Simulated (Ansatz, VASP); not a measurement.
**Si5O in VASP and in Ansatz**

```xyz
6
Lattice="6.8971 0.0000 0.0000 -3.4486 5.9731 0.0000 0.0000 0.0000 2.4533" Properties=species:S:1:pos:R:3 pbc="T T T"
Si    5.0451    0.0000    0.0000
Si   -2.5225    4.3692    0.0000
Si    0.9260    1.6039    0.0000
Si    0.0000    3.9820    0.0000
Si    3.4486    1.9910    0.0000
O     0.0000    0.0000    0.0000
```

Alike in both runs: functional PBE; k mesh 6 × 6 × 4; occupations gaussian, width 0.1 eV; no spin polarisation.

Ansatz relaxed the structure, and its values are those at the end. VASP's run is a single point on that final structure, the one shown.

|  | VASP | Ansatz |
| --- | --- | --- |
| version | VASP 6.6.1 | Ansatz 0.2.0 |
| potentials or method | VASP PAW PBE potentials, release 64 (Si, O), cutoff 520 eV | scalar-relativistic, plane waves, PAW |
| valence electrons in the cell | 26 | 26 |

Ansatz gave:

```
gap on the k mesh at the Fermi level (eV) : none
pressure (GPa)                            : 0.1
rms of the force components (eV/Å)        : 0.004
```

Q: Estimate VASP's values.

A: gap on the k mesh at the Fermi level (eV): none; pressure (GPa): 0.1; rms of the force components (eV/Å): 0.012.

A gap of «none» marks a metal or a gap that the smearing closes.

The k mesh is coarse, so the values compare programs but aren't converged.
